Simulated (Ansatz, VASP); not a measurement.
## Two plane-wave programs on Cr

```
Cr
1.0
     0.00000    2.96148    0.00000
     2.96148    0.00000    0.00000
     2.96148    2.96148   -2.96148
Cr
2
Direct
  0.00000 0.00000 0.00000
  0.00000 0.00000 0.50000
```

Alike in both runs: task single point; functional r2SCAN; k mesh 20 × 20 × 10; occupations gaussian, width 0.05 eV; collinear spin.

|  | VASP | Ansatz |
| --- | --- | --- |
| version | VASP 6.6.1 | Ansatz 0.2.0 |
| potentials or method | VASP PAW PBE potentials, release 64 (Cr_pv), cutoff 520 eV | scalar-relativistic, plane waves, PAW |
| valence electrons in the cell | 24 | 28 |

```tsv
	VASP	Ansatz	Ansatz less VASP
gap on the k mesh at the Fermi level (eV)	none	none	-
pressure (GPa)	0.3	-0.2	-0.50
net moment per atom (μB)	0.00	0.00	0.000
size of the moment on the site where the two differ most (μB)	2.69	2.51	-0.176
```

VASP's potentials were made for PBE, not for r2SCAN. Site moments also hang on the region over which each program counts them. A gap of «none» marks a metal or a gap that the smearing closes. VASP's potentials hold 24 valence electrons a cell and Ansatz's 28, so a difference there can come from the potentials and not from the codes. Ansatz's warnings: stability check not made.
